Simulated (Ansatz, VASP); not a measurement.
# Two plane-wave programs on CdSe

```
CELL_PARAMETERS angstrom
4.40596 0.00000 0.00000
-2.20298 3.81568 0.00000
0.00000 0.00000 7.01520
ATOMIC_POSITIONS crystal
Cd 0.66667 0.33333 0.00000
Cd 0.33333 0.66667 0.50000
Se 0.66667 0.33333 0.37500
Se 0.33333 0.66667 0.87500
```

Change from the starting cell: strain +0.025 along x and y, +0.000 along z, atoms carried along.

Alike in both runs: task single point; functional r2SCAN; k mesh 6 × 6 × 4; occupations gaussian, width 0.05 eV; no spin polarisation.

|  | VASP | Ansatz |
| --- | --- | --- |
| version | VASP 6.6.1 | Ansatz 0.2.0 |
| potentials or method | VASP PAW PBE potentials, release 64 (Cd, Se), cutoff 520 eV | scalar-relativistic, plane waves, PAW |
| valence electrons in the cell | 36 | 72 |

```tsv
	VASP	Ansatz	Ansatz less VASP
gap on the k mesh at the Fermi level (eV)	1.06	1.07	+0.012
least direct gap on the mesh (eV)	1.06	1.07	+0.012
pressure (GPa)	-0.7	-1.0	-0.22
traceless stress, the component that is largest in VASP (GPa)	1.48	1.44	-0.038
rms of the force components (eV/Å)	0.112	0.109	-0.0032
```

VASP's potentials were made for PBE, not for r2SCAN. Atom by atom the forces differ by 0.003 eV/Å (rms over components). The functional is the same, so the differences come from potentials, cutoffs and numerics. VASP's potentials hold 36 valence electrons a cell and Ansatz's 72, so a difference there can come from the potentials and not from the codes.
